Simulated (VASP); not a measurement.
Wanted: the native input for a VASP 6.6.1 run.

```yaml
Task: single point
Functional: PBE
Potentials_or_basis: VASP PAW PBE potentials, release 64 (Sn_d, O)
Cutoff: 520 eV
k_mesh: 4 × 4 × 6
Occupations: fermi-dirac, width 0.03 eV
Spin: no spin polarisation
Dipole_correction: no
Further_INCAR_settings: ALGO = Normal; EDIFF = 1e-07; NBANDS = 35
```

The structure of SnO2 lies in POSCAR:

```
SnO2
1.0
    4.8302628043      0.0000000000      0.0000000000
    0.0000000000      4.8302628043      0.0000000000
    0.0000000000      0.0000000000      3.2488942974
Sn O
2 4
Direct
    0.0000000000      0.0000000000      0.0000000000
    0.5000000000      0.5000000000      0.5000000000
    0.3056200000      0.3056200000      0.0000000000
    0.1943800000      0.8056200000      0.5000000000
    0.6943800000      0.6943800000      0.0000000000
    0.8056200000      0.1943800000      0.5000000000
```

This cell differs from its parent crystal: volume scaled by 1.06.

The input as run:

INCAR

```
SYSTEM = SnO2
PREC = Accurate ; ENCUT = 520
EDIFF = 1E-7 ; ISMEAR = -1
SIGMA = 0.03 ; LREAL = .False.
LASPH = .True. ; NELM = 100
ALGO = Normal ; ISIF = 2
LWAVE = .False. ; LCHARG = .False.
GGA = PE ; NBANDS = 35
```

KPOINTS

```
regular mesh
0
Gamma
  4 4 6
  0 0 0
```

Potentials or basis: VASP PAW PBE potentials, release 64 (Sn_d, O).

Run with:

```bash
$ cat potpaw_PBE.64/Sn_d/POTCAR potpaw_PBE.64/O/POTCAR > POTCAR
$ mpirun -np 1 vasp_std > vasp.out
```

It gave:

```yaml
Pressure: -0.5 GPa
Largest_force: 0.136 eV/Å
Band_gap_on_the_k_mesh: 0.59 eV, direct
```

Caveat: spin-orbit coupling is left out, which moves the levels of the heavy elements.

Run time: 43 s on 1 thread of AMD EPYC 7R13 Processor (Zen 3), on a shared host, peak memory 0.17 GiB.
